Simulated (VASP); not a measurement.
# WBr4F2 in VASP: notebook

WBr4F2 is run at these levels: PBE; tasks: single point.

Everything below comes from runs of VASP 6.6.1. Logs are shortened: lines on timing, memory, paths and dates and some standing lists are left out, and cuts for length are marked.

## Step 1: The cell of the first run

The typed cell holds 7 atoms: a = 6.763 Å, b = 6.851 Å, c = 6.881 Å, α = 97.36°, β = 115.40°, γ = 115.42°.

## Step 2: Single point, PBE

Input file INCAR:

```
SYSTEM = WBr4F2
PREC = Accurate ; ENCUT = 520
EDIFF = 1E-6 ; ISMEAR = 0
SIGMA = 0.1 ; LREAL = .FALSE.
LASPH = .TRUE. ; NELM = 80
ALGO = Normal ; ISIF = 2
LWAVE = .FALSE. ; LCHARG = .TRUE.
GGA = PE ; LELF = .TRUE.
LVHAR = .TRUE. ; NBANDS = 37
```

Input file KPOINTS:

```
regular mesh
0
G
  4 2 2
  0 0 0
```

Input file POSCAR:

```
WBr4F2
1.0
   -6.7530687361     -0.2547856412      0.2643557310
    3.1634067072     -6.0702166016     -0.2754690945
    3.0896234246      2.3471411799      5.6821366899
W Br F
1 4 2
Direct
    0.0000000000      0.0000000000      1.0000000000
    0.1212347683      0.8270849503      0.2896027419
    0.5361434135      0.7025749792      0.8244655398
    0.8787652317      0.1729150497      0.7103972581
    0.4638565865      0.2974250208      0.1755344602
    0.0146845468      0.8026178243      0.7996926183
    0.9853154532      0.1973821757      0.2003073817
```

Potentials or basis: VASP PAW PBE potentials, release 64 (W_sv, Br, F).

Command:

```bash
$ cat potpaw_PBE.64/W_sv/POTCAR potpaw_PBE.64/Br/POTCAR potpaw_PBE.64/F/POTCAR > POTCAR
$ mpirun -np 1 vasp_std > vasp.out
```

OUTCAR:

```text
SYSTEM = WBr4F2
   PREC = Accurate
   ENCUT = 520
   EDIFF = 1E-6
   ISMEAR = 0
   LREAL = .FALSE.
   LASPH = .TRUE.
   NELM = 80
   ISIF = 2
   GGA = PE

 ion  position               nearest neighbor table
   1  0.000  0.000  0.000-   6 1.87   7 1.87   3 2.47   5 2.47   4 2.47   2 2.47
   2  0.121  0.827  0.290-   1 2.47
   3  0.536  0.703  0.824-   1 2.47
   4  0.879  0.173  0.710-   1 2.47
   5  0.464  0.297  0.176-   1 2.47
   6  0.015  0.803  0.800-   1 1.87
   7  0.985  0.197  0.200-   1 1.87

  LATTYP: Found a triclinic cell.
 ALAT       =     7.2726508482
 B/A-ratio  =     1.4180020936
 C/A-ratio  =     0.9299280464
 COS(alpha) =     0.0010241783
 COS(beta)  =     0.5255604051
 COS(gamma) =     0.7072136846

  Lattice vectors:

 A1 = (   3.5896620289,   6.3250022428,   0.0111133635)
 A2 = (  -0.0737832826,   8.4173577815,   5.9576057844)
 A3 = (   6.7530687361,   0.2547856412,  -0.2643557310)

Analysis of symmetry for initial positions (statically):
=====================================================================
 Subroutine PRICEL returns:
 Original cell was already a primitive cell.

 Routine SETGRP: Setting up the symmetry group for a
 triclinic supercell.

 Subroutine GETGRP returns: Found  2 space group operations
 (whereof  2 operations were pure point group operations)
 out of a pool of  2 trial point group operations.

The static configuration has the point symmetry S_2 .

Analysis of symmetry for dynamics (positions and initial velocities):
=====================================================================
 Subroutine PRICEL returns:
 Original cell was already a primitive cell.

 Routine SETGRP: Setting up the symmetry group for a
 triclinic supercell.

 Subroutine GETGRP returns: Found  2 space group operations
 (whereof  2 operations were pure point group operations)
 out of a pool of  2 trial point group operations.

The dynamic configuration has the point symmetry S_2 .

 Subroutine INISYM returns: Found  2 space group operations
 (whereof  2 operations are pure point group operations),
 and found     1 'primitive' translations

----------------------------------------------------------------------------------------

                                     Primitive cell

  volume of cell :     240.2765

  direct lattice vectors                    reciprocal lattice vectors
    -6.753068736 -0.254785641  0.264355731    -0.140859511 -0.078351408  0.108956313
     3.163406707 -6.070216602 -0.275469095     0.008607611 -0.163097986  0.062691157
     3.089623425  2.347141180  5.682136690     0.006970644 -0.004261744  0.173960308

  length of vectors
     6.763041995  6.850587917  6.880517567     0.194555450  0.174943491  0.174152063

  position of ions in fractional coordinates (direct lattice)
     0.000000000  0.000000000  0.000000000
     0.121234768  0.827084950  0.289602742
     0.536143413  0.702574979  0.824465540
     0.878765232  0.172915050  0.710397258
     0.463856587  0.297425021  0.175534460
     0.014684547  0.802617824  0.799692618
     0.985315453  0.197382176  0.200307382

  ion indices of the primitive-cell ions
   primitive index   ion index
                 1           1
                 2           2
                 3           3
                 4           4
                 5           5
                 6           6
                 7           7

----------------------------------------------------------------------------------------

 KPOINTS: regular mesh

Automatic generation of k-mesh.
 Grid dimensions read from file:
 generate k-points for:    4    2    2

 Generating k-lattice:

  Cartesian coordinates                     Fractional coordinates (reciprocal lattice)
    -0.035214878 -0.019587852  0.027239078     0.250000000  0.000000000  0.000000000
     0.004303806 -0.081548993  0.031345578     0.000000000  0.500000000  0.000000000
     0.003485322 -0.002130872  0.086980154     0.000000000  0.000000000  0.500000000

  Length of vectors
     0.048638862  0.087471745  0.087076032

  Shift w.r.t. Gamma in fractional coordinates (k-lattice)
     0.000000000  0.000000000  0.000000000

 Subroutine IBZKPT returns following result:
 ===========================================

 Found     12 irreducible k-points:

 Following reciprocal coordinates:
            Coordinates               Weight
  0.000000  0.000000  0.000000      1.000000
  0.250000 -0.000000  0.000000      2.000000
  0.500000 -0.000000  0.000000      1.000000
 -0.000000  0.500000 -0.000000      1.000000
  0.250000  0.500000  0.000000      2.000000
  0.500000  0.500000 -0.000000      1.000000
 -0.000000 -0.000000  0.500000      1.000000
  0.250000 -0.000000  0.500000      2.000000
  0.500000  0.000000  0.500000      1.000000
 -0.000000  0.500000  0.500000      1.000000
  0.250000  0.500000  0.500000      2.000000
  0.500000  0.500000  0.500000      1.000000
   k-points           NKPTS =     12   k-points in BZ     NKDIM =     12   number of bands    NBANDS=     37
   number of dos      NEDOS =    301   number of ions     NIONS =      7
   total plane-waves  NPLWV = 145800
   dimension x,y,z NGX =    50 NGY =   54 NGZ =   54
   dimension x,y,z NGXF=   100 NGYF=  108 NGZF=  108
   ions per type =               1   4   2
   NGX,Y,Z   is equivalent  to a cutoff of  12.29, 13.10, 13.05 a.u.
   NGXF,Y,Z  is equivalent  to a cutoff of  24.58, 26.21, 26.09 a.u.
 SYSTEM =  WBr4F2
   PREC   = accura    normal or accurate (medium, high low for compatibility)
   ISTART =      0    job   : 0-new  1-cont  2-samecut
   ICHARG =      2    charge: 1-file 2-atom 10-const
   ISPIN  =      1    spin polarized calculation?
   LNONCOLLINEAR =      F non collinear calculations
   LSORBIT =      F    spin-orbit coupling
   LASPH  =      T    aspherical Exc in radial PAW
   ENCUT  =  520.0 eV  38.22 Ry    6.18 a.u.  12.57 12.74 12.79*2*pi/ulx,y,z
   NELM   =     80;   NELMIN=  2; NELMDL= -5     # of ELM steps
   EDIFF  = 0.1E-05   stopping-criterion for ELM
   LREAL  =      F    real-space projection
   EDIFFG = 0.1E-04   stopping-criterion for IOM
   NSW    =      0    number of steps for IOM
   IBRION =     -1    ionic relax: 0-MD 1-quasi-New 2-CG
   NFREE  =      0    steps in history (QN), initial steepest desc. (CG)
   ISIF   =      2    stress and relaxation
   ISYM   =      2    0-nonsym 1-usesym 2-fastsym
   POTIM  = 0.5000    time-step for ionic-motion
   TEBEG  =    0.0;   TEEND  =   0.0 temperature during run
   PSTRESS=    0.0 pullay stress
   NELECT =      56.0000    total number of electrons
   NUPDOWN=      -1.0000    fix difference up-down
   EMIN   =  10.00;   EMAX   =-10.00  energy-range for DOS
   EFERMI =   0.00;   METHOD = LEGACY
   ISMEAR =     0;   SIGMA  =   0.10  broadening in eV -4-tet -1-fermi 0-gaus
   EFERMI_NEDOS =   21; number of points for ismear=-14 and -15
   IALGO  =     38    algorithm
   IMIX   =      4    mixing-type and parameters
     AMIX     =   0.40;   BMIX     =  1.00
     AMIX_MAG =   1.60;   BMIX_MAG =  1.00
  volume/ion in A,a.u.               =      34.33       231.64
  Fermi-wavevector in a.u.,A,eV,Ry     =   1.007474  1.903849 13.809958  1.015003
  Thomas-Fermi vector in A             =   2.140281
   LORBIT       =      0    0 simple, 1 ext, 2 COOP (PROOUT), +10 PAW based schemes
   GGA     = PE    functional components
   LHFCALC =     F    Hartree Fock is set to
   AEXX    =    0.0000 exact exchange contribution
   IVDW    =     0    specifies the selected vdW correction
   LEPSILON=     F    determine dielectric tensor
   LRPA    =     F    only Hartree local field effects (RPA)
 non-spin polarized calculation
 Gauss-broadening in eV      SIGMA  =   0.10
  energy-cutoff  :      520.00
  volume of cell :      240.28
 maximum number of plane-waves:      6504
   NGX = 25   NGY = 25   NGZ = 25

 number of electron      56.0000003 magnetization

 Free energy of the ion-electron system (eV)
  ---------------------------------------------------
  ext. energy  EPLUGINS =         0.00000000
  ---------------------------------------------------
  free energy    TOTEN  =       -31.61455264 eV

  energy without entropy =      -31.61455264  energy(sigma->0) =      -31.61455264

 E-fermi :  -1.3381     XC(G=0):  -6.9862

 val. band max:       -1.8543628211   @ k =   0.5000  -0.0000   0.0000
 cond. band min:      -0.8542241316   @ k =   0.5000   0.5000   0.5000
 fundamental gap:      1.0001386895
 Fermi energy:        -1.3381142131

 k-point     1 :       0.0000    0.0000    0.0000
  band No.  band energies     occupation
      1     -77.4767      2.00000
      2     -41.8849      2.00000
      3     -41.4484      2.00000
      4     -41.4476      2.00000
      5     -25.1067      2.00000
      6     -24.2966      2.00000
[... 29 lines left out ...]
     36       6.0809      0.00000
     37       6.9572      0.00000

 k-point     2 :       0.2500   -0.0000    0.0000
  band No.  band energies     occupation
      1     -77.4767      2.00000
      2     -41.8849      2.00000
      3     -41.4484      2.00000
      4     -41.4476      2.00000
      5     -25.1065      2.00000
      6     -24.2968      2.00000
[... 29 lines left out ...]
     36       6.4266      0.00000
     37       6.5138      0.00000

 k-point     3 :       0.5000   -0.0000    0.0000
  band No.  band energies     occupation
      1     -77.4767      2.00000
      2     -41.8849      2.00000
      3     -41.4484      2.00000
      4     -41.4476      2.00000
      5     -25.1063      2.00000
      6     -24.2969      2.00000
[... 29 lines left out ...]
     36       6.7280      0.00000
     37       6.7289      0.00000

 k-point     4 :      -0.0000    0.5000   -0.0000
  band No.  band energies     occupation
      1     -77.4767      2.00000
      2     -41.8849      2.00000
      3     -41.4484      2.00000
      4     -41.4476      2.00000
      5     -25.1063      2.00000
      6     -24.2969      2.00000
[... 29 lines left out ...]
     36       6.1872      0.00000
     37       6.8426      0.00000

 k-point     5 :       0.2500    0.5000    0.0000
  band No.  band energies     occupation
      1     -77.4767      2.00000
      2     -41.8849      2.00000
      3     -41.4484      2.00000
      4     -41.4476      2.00000
      5     -25.1063      2.00000
      6     -24.2969      2.00000
[... 29 lines left out ...]
     36       6.4808      0.00000
     37       6.5271      0.00000

 k-point     6 :       0.5000    0.5000   -0.0000
  band No.  band energies     occupation
      1     -77.4767      2.00000
      2     -41.8849      2.00000
      3     -41.4484      2.00000
      4     -41.4476      2.00000
      5     -25.1062      2.00000
      6     -24.2970      2.00000
[... 29 lines left out ...]
     36       6.1932      0.00000
     37       6.8218      0.00000

 k-point     7 :      -0.0000   -0.0000    0.5000
  band No.  band energies     occupation
      1     -77.4767      2.00000
      2     -41.8849      2.00000
      3     -41.4484      2.00000
      4     -41.4476      2.00000
      5     -25.1064      2.00000
      6     -24.2970      2.00000
[... 29 lines left out ...]
     36       6.2406      0.00000
     37       6.8326      0.00000

 k-point     8 :       0.2500   -0.0000    0.5000
  band No.  band energies     occupation
      1     -77.4767      2.00000
      2     -41.8849      2.00000
      3     -41.4484      2.00000
      4     -41.4476      2.00000
      5     -25.1063      2.00000
      6     -24.2970      2.00000
[... 29 lines left out ...]
     36       6.5006      0.00000
     37       6.5446      0.00000

 k-point     9 :       0.5000    0.0000    0.5000
  band No.  band energies     occupation
      1     -77.4767      2.00000
      2     -41.8849      2.00000
      3     -41.4484      2.00000
      4     -41.4476      2.00000
      5     -25.1062      2.00000
      6     -24.2971      2.00000
[... 29 lines left out ...]
     36       6.2593      0.00000
     37       6.8119      0.00000

 k-point    10 :      -0.0000    0.5000    0.5000
  band No.  band energies     occupation
      1     -77.4767      2.00000
      2     -41.8849      2.00000
      3     -41.4484      2.00000
      4     -41.4476      2.00000
      5     -25.1063      2.00000
      6     -24.2968      2.00000
[... 29 lines left out ...]
     36       6.7235      0.00000
     37       6.7305      0.00000

 k-point    11 :       0.2500    0.5000    0.5000
  band No.  band energies     occupation
      1     -77.4767      2.00000
      2     -41.8849      2.00000
      3     -41.4484      2.00000
      4     -41.4476      2.00000
      5     -25.1062      2.00000
      6     -24.2970      2.00000
[... 29 lines left out ...]
     36       6.8587      0.00000
     37       6.9079      0.00000

 k-point    12 :       0.5000    0.5000    0.5000
  band No.  band energies     occupation
      1     -77.4767      2.00000
      2     -41.8849      2.00000
      3     -41.4484      2.00000
      4     -41.4476      2.00000
      5     -25.1060      2.00000
      6     -24.2972      2.00000
[... 29 lines left out ...]
     36       6.5360      0.00000
     37       7.0669      0.00000

------------------------ aborting loop because EDIFF is reached ----------------------------------------

  FORCE on cell =-STRESS in cart. coord.  units (eV):
  Direction    XX          YY          ZZ          XY          YZ          ZX
  --------------------------------------------------------------------------------------
  -------------------------------------------------------------------------------------
  Total        0.7000054      0.2184328      0.4275509     -0.3438004     -0.2688375      0.5230130
  in kB        4.6676752      1.4565223      2.8509333     -2.2924803     -1.7926235      3.4874798
  external PRESSURE =       2.9917103 kB  Pullay stress =       0.0000000 kB

 VOLUME and BASIS-vectors are now :
 -----------------------------------------------------------------------------
  energy-cutoff  :      520.00
  volume of cell :      240.28
      direct lattice vectors                 reciprocal lattice vectors
    -6.753068736 -0.254785641  0.264355731    -0.140859511 -0.078351408  0.108956313
     3.163406707 -6.070216602 -0.275469095     0.008607611 -0.163097986  0.062691157
     3.089623425  2.347141180  5.682136690     0.006970644 -0.004261744  0.173960308

 POSITION                                       TOTAL-FORCE (eV/Angst)
 -----------------------------------------------------------------------------------
      0.00000      0.00000      0.00000         0.000000     -0.000000     -0.000000
      2.69246     -4.37174      1.44978        -0.003839      0.007584      0.009966
      1.14921     -2.46625      4.63292         0.010525      0.008687     -0.006653
     -3.19250      0.39387      4.22125         0.003839     -0.007584     -0.009966
     -1.64924     -1.51161      1.03810        -0.010525     -0.008687      0.006653
      4.91059     -2.99881      4.32675        -0.261274      0.141498     -0.210791
     -5.41063     -0.97905      1.34428         0.261274     -0.141498      0.210791
 -----------------------------------------------------------------------------------
    total drift:                               -0.000000     -0.000000      0.000000

  FREE ENERGIE OF THE ION-ELECTRON SYSTEM (eV)
  ---------------------------------------------------
  free  energy   TOTEN  =       -31.6145526445 eV

  energy  without entropy=      -31.6145526445  energy(sigma->0) =      -31.61455264
```

Wall time 5.8 min (1 thread of Oxide Virtual Turin-like, shared host); peak memory 0.38 GiB.

Results:

- Free energy: -31.6146 eV
- Pressure: 0.3 GPa
- Largest force: 0.364 eV/Å
- Band gap on the k mesh: 1.00 eV (least direct gap 1.21 eV)

Forces on the atoms (eV/Å):
```
W    0.000  0.000  0.000
Br  -0.004  0.008  0.010
Br   0.011  0.009 -0.007
Br   0.004 -0.008 -0.010
Br  -0.011 -0.009  0.007
F   -0.261  0.141 -0.211
F    0.261 -0.141  0.211
```

Caveat: the k points lie up to 0.46 Å⁻¹ apart; spin-orbit coupling is left out, which moves the levels of the heavy elements.

## Step 3: Single point, PBE

This run uses another cell than the first one, of 34.45 Å³/atom.

Input file INCAR:

```
  ALGO = Normal
  EDIFF = 1E-7
  ENCUT = 520
  GGA = PE
  ISIF = 2
  ISMEAR = 0
  LASPH = True
  LCHARG = False
  LREAL = False
  LWAVE = False
  NBANDS = 37
  NELM = 100
  PREC = Accurate
  SIGMA = 0.1
```

Input file KPOINTS:

```
k-points
0
Gamma
  4 2 2
```

Input file POSCAR:

```
WBr4F2
1.0
   -6.7971562453     -0.2449124315      0.2500301451
    3.1937094011     -6.1123195099     -0.2877535780
    3.1166462919      2.3749528178      5.6442557295
W Br F
1 4 2
Direct
   -0.0000076403     -0.0000052346      1.0000029029
    0.1245193710      0.8234037021      0.2839968342
    0.5356371461      0.7007550125      0.8209690957
    0.8755083414      0.1766774026      0.7161031961
    0.4643631550      0.2991415463      0.1789639203
    0.0106001611      0.8072144930      0.7921824427
    0.9893794658      0.1928130780      0.2077816083
```

Potentials or basis: VASP PAW PBE potentials, release 64 (W_sv, Br, F).

Command:

```bash
$ cat potpaw_PBE.64/W_sv/POTCAR potpaw_PBE.64/Br/POTCAR potpaw_PBE.64/F/POTCAR > POTCAR
$ mpirun -np 1 vasp_std > vasp.out
```

Run time: 5.1 min. Hardware: 1 thread of Oxide Virtual Turin-like, shared host; peak memory 0.41 GiB.

Results (log left out):

| Property | Result |
| --- | --- |
| Free energy | -31.6145 eV |
| Pressure | 0.3 GPa |
| Largest force | 0.372 eV/Å |
| Band gap on the k mesh | 0.99 eV (least direct gap 1.21 eV) |

Forces in eV/Å, atoms in the order of the input:
```
W   -0.001  0.000  0.000
Br   0.001  0.007  0.005
Br   0.010  0.008 -0.005
Br   0.000 -0.007 -0.006
Br  -0.009 -0.008  0.005
F   -0.265  0.138 -0.222
F    0.265 -0.137  0.222
```

Stress tensor (GPa, compression positive):
```
 0.45 -0.22  0.37
-0.22  0.12 -0.19
 0.37 -0.19  0.31
```

Levels at points of the mesh, in eV from the valence-band top:
```csv
k point,band 24,band 25,band 26,band 27,band 28,band 29,band 30,band 31,band 32,band 33
"(0.00, 0.00, 0.00)",-0.90,-0.60,-0.24,-0.22,-0.20,1.03,1.78,1.79,4.49,5.42
"(0.50, 0.00, 0.00)",-1.03,-1.00,-0.90,-0.64,0.00,1.51,1.75,1.98,4.00,5.52
"(0.00, 0.50, 0.00)",-0.92,-0.81,-0.69,-0.31,-0.13,1.27,1.85,1.90,4.23,5.52
"(0.50, 0.50, 0.00)",-0.93,-0.84,-0.65,-0.35,-0.09,1.28,1.83,1.89,4.24,5.55
"(0.00, 0.00, 0.50)",-0.90,-0.83,-0.69,-0.34,-0.10,1.29,1.83,1.91,4.24,5.53
"(0.50, 0.00, 0.50)",-0.88,-0.86,-0.65,-0.31,-0.13,1.28,1.82,1.91,4.24,5.57
"(0.00, 0.50, 0.50)",-1.05,-1.00,-0.90,-0.64,0.00,1.51,1.75,1.98,4.00,5.53
"(0.50, 0.50, 0.50)",-0.83,-0.74,-0.24,-0.22,-0.22,0.99,1.99,2.00,4.49,4.99
```

Caveat: the k points lie up to 0.46 Å⁻¹ apart; spin-orbit coupling is left out, which moves the levels of the heavy elements.
